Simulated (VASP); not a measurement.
Set up this calculation in VASP 6.6.1, as the native input.

```yaml
Task: single point
Functional: LDA
Potentials_or_basis: VASP PAW LDA potentials, release 64 (Pb_d)
Cutoff: 520 eV
k_mesh: 12 × 12 × 8
Occupations: fermi-dirac, width 0.1 eV
Spin: no spin polarisation
Dipole_correction: no
Further_INCAR_settings: ALGO = Normal; EDIFF = 1e-07; NBANDS = 21
```

The structure of Pb lies in POSCAR:

```
Pb
1.0
   -2.9812921629      2.9467972458      1.6106006598
    2.9467972458     -2.9812921629      1.6106006598
    3.0487887401      3.0487887401     -1.6737781636
Pb
2
Direct
    0.9984899846      0.0015100154      1.0000000000
    0.7515100154      0.2484899846      0.5000000000
```

One way to write it, as run:

INCAR

```
SYSTEM = Pb
  ALGO = Normal
  EDIFF = 1E-7
  ENCUT = 520
  GGA = CA
  ISIF = 2
  ISMEAR = -1
  LASPH = .TRUE.
  LCHARG = .TRUE.
  LELF = .TRUE.
  LREAL = .FALSE.
  LVHAR = .TRUE.
  LWAVE = .FALSE.
  NBANDS = 21
  NELM = 100
  PREC = Accurate
  SIGMA = 0.1
```

KPOINTS

```
k-points
0
G
  12 12 8
  0 0 0
```

Potentials or basis: VASP PAW LDA potentials, release 64 (Pb_d).

The run is started by

```sh
$ cat potpaw_LDA.64/Pb_d/POTCAR > POTCAR
$ mpirun -np 1 vasp_std > vasp.out
```

Results of the run:

The pressure is 2.3 GPa and the band gap on the k mesh is zero (bands 14 and 15 overlap by 3.78 eV).

Caveat: spin-orbit coupling is left out, which moves the levels of the heavy elements.

Run time: 9.1 min on 1 thread of Oxide Virtual Turin-like Processor, on a shared host, peak memory 0.37 GiB.
